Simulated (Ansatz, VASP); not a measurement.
# Cu in VASP and in Ansatz

Contents of POSCAR:

```
Cu
1.0
   -1.4625600684      1.4625600684      1.3391368546
    1.4625600684     -1.4625600684      1.3391368546
    1.4625600684      1.4625600684     -1.3391368546
Cu
1
Direct
    0.0000000000      0.0000000000      0.0000000000
```

Contents of INCAR.step1:

```
SYSTEM = Cu
PREC = Accurate
ENCUT = 520
ISMEAR = 0
SIGMA = 0.15
LREAL = .False.
LASPH = .True.
NELM = 100
NBANDS = 12
GGA = PE
ALGO = Normal
EDIFF = 1E-4
LWAVE = .True.
LCHARG = .False.
```

Contents of INCAR.step2:

```
SYSTEM = Cu
PREC = Accurate
ENCUT = 520
EDIFF = 1E-6
ISMEAR = 0
SIGMA = 0.15
LREAL = .False.
LASPH = .True.
NELM = 100
ALGO = Normal
ISIF = 2
LWAVE = .False.
LCHARG = .False.
METAGGA = R2SCAN
LMIXTAU = .True.
NBANDS = 12
ISTART = 1
```

The input KPOINTS:

```
regular mesh
0
Gamma
  26 26 26
  0 0 0
```

Input for Ansatz:

```yaml
crystal:
  lattice:
    - [-1.4625600684, 1.4625600684, 1.3391368546]
    - [1.4625600684, -1.4625600684, 1.3391368546]
    - [1.4625600684, 1.4625600684, -1.3391368546]
  atoms:
    - { symbol: Cu, position: [0.0, 0.0, 0.0] }
basis:
  ecutwfc: 500
kpoints:
  mp_grid: { grid: [26, 26, 26] }
hamiltonian:
  xc: r2scan
scf:
  occupations: { method: gaussian, width: 0.15 }
output:
  forces: true
  stress: true
  eigenvalues: true
```

Alike in both runs: task single point; functional r2SCAN; k mesh 26 × 26 × 26; occupations gaussian, width 0.15 eV; no spin polarisation.

|  | VASP | Ansatz |
| --- | --- | --- |
| version | VASP 6.6.1 | Ansatz 0.2.0 |
| potentials or method | VASP PAW PBE potentials, release 64 (Cu), cutoff 520 eV | scalar-relativistic, plane waves, PAW |
| valence electrons in the cell | 11 | 19 |

|  | VASP | Ansatz | Ansatz less VASP |
| --- | --- | --- | --- |
| gap on the k mesh at the Fermi level (eV) | none | none | - |
| pressure (GPa) | 1.1 | 0.4 | -0.60 |
| traceless stress, the component that is largest in VASP (GPa) | 0.57 | 0.60 | +0.035 |

VASP's potentials were made for PBE, not for r2SCAN. A gap of «none» marks a metal or a gap that the smearing closes. The functional is the same, so the differences come from potentials, cutoffs and numerics. VASP's potentials hold 11 valence electrons a cell and Ansatz's 19, so a difference there can come from the potentials and not from the codes.
